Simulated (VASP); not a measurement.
# Si (I4/mmm) in VASP: a series of runs

Si is run at these levels: PBE+D3(BJ); tasks: single point.

Program: VASP 6.6.1. These are calculated values, not measurements. Logs are shortened: lines on timing, memory, paths and dates and some standing lists are left out, and cuts for length are marked.

## Step 1: The cell of the first run

Symmetry: I4/mmm, No. 139, tetragonal system. Conventional cell: a = 2.920 Å, b = 2.920 Å, c = 3.221 Å, α = 90.00°, β = 90.00°, γ = 90.00°. Si (site symmetry 4/mmm) has 14 Si at 2.62 to 3.22 Å within 3.5 Å.

## Step 2: Single point, PBE+D3(BJ)

INCAR

```
SYSTEM = Si
PREC = Accurate
ENCUT = 520
EDIFF = 1E-7
ISMEAR = 0
SIGMA = 0.15
LREAL = .FALSE.
LASPH = .TRUE.
NELM = 80
ALGO = Normal
ISIF = 2
LWAVE = .FALSE.
LCHARG = .FALSE.
GGA = PE
IVDW = 12
NBANDS = 8
```

KPOINTS

```
Automatic mesh
0
G
  30 30 30
  0 0 0
```

POSCAR

```
Si
1.0
    0.0000000000      2.0646241897      1.6104068680
    2.0646241897      0.0000000000      1.6104068680
    2.0646241897      2.0646241897      0.0000000000
Si
1
Direct
    0.0000000000      0.0000000000      0.0000000000
```

Potentials or basis: VASP PAW PBE potentials, release 64 (Si).

On the command line:

```bash
$ cat potpaw_PBE.64/Si/POTCAR > POTCAR
$ mpirun -np 1 vasp_std > vasp.out
```

OUTCAR:

```text
SYSTEM = Si
   PREC = Accurate
   ENCUT = 520
   EDIFF = 1E-7
   ISMEAR = 0
   LREAL = .FALSE.
   LASPH = .TRUE.
   NELM = 80
   ISIF = 2
   GGA = PE
   IVDW = 12
 IVDW          = 12

 ion  position               nearest neighbor table
   1  0.000  0.000  0.000-

  LATTYP: Found a body centered tetragonal cell.
 ALAT       =     2.9198195303
 C/A-ratio  =     1.1030865787

  Lattice vectors:

 A1 = (   0.0000000000,  -2.0646241897,  -1.6104068680)
 A2 = (   0.0000000000,   2.0646241897,  -1.6104068680)
 A3 = (   2.0646241897,   0.0000000000,   1.6104068680)

Analysis of symmetry for initial positions (statically):
=====================================================================
 Subroutine PRICEL returns:
 Original cell was already a primitive cell.

 Routine SETGRP: Setting up the symmetry group for a
 body centered tetragonal supercell.

 Subroutine GETGRP returns: Found 16 space group operations
 (whereof 16 operations were pure point group operations)
 out of a pool of 16 trial point group operations.

The static configuration has the point symmetry D_4h.

Analysis of symmetry for dynamics (positions and initial velocities):
=====================================================================
 Subroutine PRICEL returns:
 Original cell was already a primitive cell.

 Routine SETGRP: Setting up the symmetry group for a
 body centered tetragonal supercell.

 Subroutine GETGRP returns: Found 16 space group operations
 (whereof 16 operations were pure point group operations)
 out of a pool of 16 trial point group operations.

The dynamic configuration has the point symmetry D_4h.

 Subroutine INISYM returns: Found 16 space group operations
 (whereof 16 operations are pure point group operations),
 and found     1 'primitive' translations

----------------------------------------------------------------------------------------

                                     Primitive cell

  volume of cell :      13.7293

  direct lattice vectors                    reciprocal lattice vectors
     0.000000000  2.064624190  1.610406868    -0.242174824  0.242174824  0.310480544
     2.064624190  0.000000000  1.610406868     0.242174824 -0.242174824  0.310480544
     2.064624190  2.064624190  0.000000000     0.242174824  0.242174824 -0.310480544

  length of vectors
     2.618412367  2.618412367  2.919819530     0.462272062  0.462272062  0.462272062

  position of ions in fractional coordinates (direct lattice)
     0.000000000  0.000000000  0.000000000

  ion indices of the primitive-cell ions
[... 77 lines left out ...]
   NSW    =      0    number of steps for IOM
   IBRION =     -1    ionic relax: 0-MD 1-quasi-New 2-CG
   NFREE  =      0    steps in history (QN), initial steepest desc. (CG)
   ISIF   =      2    stress and relaxation
   ISYM   =      2    0-nonsym 1-usesym 2-fastsym
   POTIM  = 0.5000    time-step for ionic-motion
   TEBEG  =    0.0;   TEEND  =   0.0 temperature during run
   PSTRESS=    0.0 pullay stress
   NELECT =       4.0000    total number of electrons
   NUPDOWN=      -1.0000    fix difference up-down
   EMIN   =  10.00;   EMAX   =-10.00  energy-range for DOS
   EFERMI =   0.00;   METHOD = LEGACY
   ISMEAR =     0;   SIGMA  =   0.15  broadening in eV -4-tet -1-fermi 0-gaus
   EFERMI_NEDOS =   21; number of points for ismear=-14 and -15
   IALGO  =     38    algorithm
   IMIX   =      4    mixing-type and parameters
     AMIX     =   0.40;   BMIX     =  1.00
     AMIX_MAG =   1.60;   BMIX_MAG =  1.00
  volume/ion in A,a.u.               =      13.73        92.65
  Fermi-wavevector in a.u.,A,eV,Ry     =   1.085290  2.050900 16.025668  1.177853
  Thomas-Fermi vector in A             =   2.221400
   LORBIT       =      0    0 simple, 1 ext, 2 COOP (PROOUT), +10 PAW based schemes
   GGA     = PE    functional components
   LHFCALC =     F    Hartree Fock is set to
   AEXX    =    0.0000 exact exchange contribution
   IVDW    =    12    specifies the selected vdW correction
   LEPSILON=     F    determine dielectric tensor
   LRPA    =     F    only Hartree local field effects (RPA)
 non-spin polarized calculation
 Gauss-broadening in eV      SIGMA  =   0.15
  energy-cutoff  :      520.00
  volume of cell :       13.73
 maximum number of plane-waves:       394
   NGX =  9   NGY =  9   NGZ = 11

 number of electron       4.0000000 magnetization

 Free energy of the ion-electron system (eV)
  ---------------------------------------------------
  ext. energy  EPLUGINS =         0.00000000
  ---------------------------------------------------
  free energy    TOTEN  =        -4.89581103 eV

  energy without entropy =       -4.89143676  energy(sigma->0) =       -4.89362389

 E-fermi :  10.8170     XC(G=0): -11.4084

 val. band max:       10.8157530720   @ k =  -0.3000   0.0333   0.2333
 cond. band min:      10.8175608015   @ k =   0.4333   0.3000   0.1333
 fundamental gap:      0.0018077295
 Fermi energy:        10.8170098316

 k-point     1 :       0.0000    0.0000    0.0000
  band No.  band energies     occupation
      1      -4.0615      2.00000
      2      22.6032      0.00000
      3      22.9613      0.00000
      4      22.9613      0.00000
      5      23.0537      0.00000
      6      23.0537      0.00000
      7      25.2643      0.00000
      8      25.8948      0.00000
[... 243 lines left out ...]
 k-point    24 :       0.2667    0.0333    0.0000
  band No.  band energies     occupation
      1      -1.8823      2.00000
      2      12.1408      0.00000
      3      17.9522      0.00000
      4      20.5633      0.00000
      5      21.6215      0.00000
      6      23.5849      0.00000
      7      27.4283      0.00000
      8      28.2623      0.00000

 [... further k-points ...]

------------------------ aborting loop because EDIFF is reached ----------------------------------------

 Edisp (eV)   -0.45191

 E8    (eV) :    -0.1846

  FORCE on cell =-STRESS in cart. coord.  units (eV):
  Direction    XX          YY          ZZ          XY          YZ          ZX
  --------------------------------------------------------------------------------------
  -------------------------------------------------------------------------------------
  Total       0.03832     0.03832     0.09966     0.00000    -0.00000     0.00000
  in kB       4.47216     4.47216    11.63056     0.00000    -0.00000     0.00000
  external pressure =        6.86 kB  Pullay stress =        0.00 kB

 VOLUME and BASIS-vectors are now :
 -----------------------------------------------------------------------------
  energy-cutoff  :      520.00
  volume of cell :       13.73
      direct lattice vectors                 reciprocal lattice vectors
     0.000000000  2.064624190  1.610406868    -0.242174824  0.242174824  0.310480544
     2.064624190  0.000000000  1.610406868     0.242174824 -0.242174824  0.310480544
     2.064624190  2.064624190  0.000000000     0.242174824  0.242174824 -0.310480544

 POSITION                                       TOTAL-FORCE (eV/Angst)
 -----------------------------------------------------------------------------------
      0.00000      0.00000      0.00000         0.000000     -0.000000      0.000000
 -----------------------------------------------------------------------------------
    total drift:                                0.000000     -0.000000     -0.000000

  FREE ENERGIE OF THE ION-ELECTRON SYSTEM (eV)
  ---------------------------------------------------
  free  energy   TOTEN  =        -5.3477254716 eV

  energy  without entropy=       -5.3433512074  energy(sigma->0) =       -5.34553834
```

OSZICAR:

```text
N       E                     dE             d eps       ncg     rms          rms(c)
DAV:   1    -0.247418298223E+01   -0.24742E+01   -0.18218E+03 34704   0.383E+02
DAV:   2    -0.490167622498E+01   -0.24275E+01   -0.22995E+01 47512   0.300E+01
DAV:   3    -0.491465488343E+01   -0.12979E-01   -0.12969E-01 35696   0.230E+00
DAV:   4    -0.491466691089E+01   -0.12027E-04   -0.12027E-04 52264   0.752E-02
DAV:   5    -0.491466691463E+01   -0.37379E-08   -0.26918E-08 35920   0.641E-04    0.293E+00
DAV:   6    -0.490273644333E+01    0.11930E-01   -0.35928E-03 34648   0.267E-01    0.162E+00
DAV:   7    -0.489583621021E+01    0.69002E-02   -0.73054E-03 36376   0.381E-01    0.142E-01
DAV:   8    -0.489581118990E+01    0.25020E-04   -0.30530E-05 47320   0.443E-02    0.106E-02
DAV:   9    -0.489581161301E+01   -0.42311E-06   -0.40425E-07 38952   0.361E-03    0.126E-03
DAV:  10    -0.489581110826E+01    0.50475E-06   -0.77015E-09 39832   0.528E-04    0.427E-04
DAV:  11    -0.489581102617E+01    0.82090E-07   -0.39732E-10 18688   0.136E-04
   1 F= -.53477255E+01 E0= -.53455383E+01  d E =-.437426E-02
```

Wall time 2.6 min (1 thread of Intel Xeon 8259CL, shared host); peak memory 0.3 GiB.

What came out:

| Property | Result |
| --- | --- |
| Free energy | -5.3477 eV |
| Pressure | 0.7 GPa |
| Band gap on the k mesh | zero (bands 2 and 3 overlap by 15.93 eV) |
| Dispersion energy per atom | -0.452 eV |

Levels at points of the mesh, in eV from the Fermi level:
```csv
k point,band 1,band 2,band 3,band 4,band 5,band 6,band 7
"(0.00, 0.00, 0.00)",-14.88,11.79,12.14,12.14,12.24,12.24,14.45
"(0.50, 0.00, 0.00)",-7.41,-7.09,6.50,8.40,9.29,10.75,18.49
"(0.50, 0.50, 0.00)",-2.34,-0.05,0.43,0.43,2.64,3.42,25.08
"(0.50, 0.00, 0.50)",-6.62,-6.39,4.74,6.27,6.82,9.31,22.50
```

(Continued in part 2 of 2.)
